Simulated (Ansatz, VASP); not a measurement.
**GaP in VASP and in Ansatz**

Contents of INCAR:

```
PREC = Accurate
ENCUT = 520
EDIFF = 1E-6
ISMEAR = 0
SIGMA = 0.05
LREAL = F
LASPH = T
NELM = 60
ALGO = Normal
ISIF = 2
LWAVE = F
LCHARG = F
NBANDS = 26
```

File KPOINTS:

```
regular mesh
0
Gamma
  9 9 9
```

The input POSCAR:

```
GaP
1.0
    2.0100703737      1.1605146714      5.9124209972
   -2.0100703737      1.1605146714      5.9124209972
    0.0000000000     -2.3210293427      5.9124209972
Ga P
2 2
Direct
    0.4359784395      0.4359784395      0.4359784395
    0.5640215605      0.5640215605      0.5640215605
    0.0580350955      0.0580350955      0.0580350955
    0.9419649045      0.9419649045      0.9419649045
```

Input for Ansatz:

```yaml
crystal:
  lattice:
    - [2.0100703737, 1.1605146714, 5.9124209972]
    - [-2.0100703737, 1.1605146714, 5.9124209972]
    - [0.0, -2.3210293427, 5.9124209972]
  atoms:
    - { symbol: Ga, position: [0.4359784395, 0.4359784395, 0.4359784395] }
    - { symbol: Ga, position: [0.5640215605, 0.5640215605, 0.5640215605] }
    - { symbol: P, position: [0.0580350955, 0.0580350955, 0.0580350955] }
    - { symbol: P, position: [0.9419649045, 0.9419649045, 0.9419649045] }
basis:
  ecutwfc: 420
kpoints:
  mp_grid: { grid: [9, 9, 9] }
hamiltonian:
  xc: lda
  pseudopotentials: { kind: paw, azcp: { folder: soft_1 } }
scf:
  occupations: { method: gaussian, width: 0.05 }
output:
  forces: true
  stress: true
  eigenvalues: true
```

Alike in both runs: task single point; functional LDA; k mesh 9 × 9 × 9; occupations gaussian, width 0.05 eV; no spin polarisation.

|  | VASP | Ansatz |
| --- | --- | --- |
| version | VASP 6.6.1 | Ansatz 0.2.0 |
| potentials or method | VASP PAW LDA potentials, release 64 (Ga_d, P), cutoff 520 eV | scalar-relativistic, plane waves, PAW |
| valence electrons in the cell | 36 | 36 |

```csv
,VASP,Ansatz,Ansatz less VASP
gap on the k mesh at the Fermi level (eV),0.12,0.11,-0.005
least direct gap on the mesh (eV),0.18,0.18,-0.005
pressure (GPa),-0.9,-0.9,-0.07
"traceless stress, the component that is largest in VASP (GPa)",16.68,16.75,+0.070
rms of the force components (eV/Å),0.914,0.934,+0.0200
```

Ansatz warns that its potentials were made for another functional, while VASP's fit it. LDA's correlation is that of Perdew and Zunger in VASP and of Perdew and Wang (1992) in Ansatz. Atom by atom the forces differ by 0.028 eV/Å (rms over components).
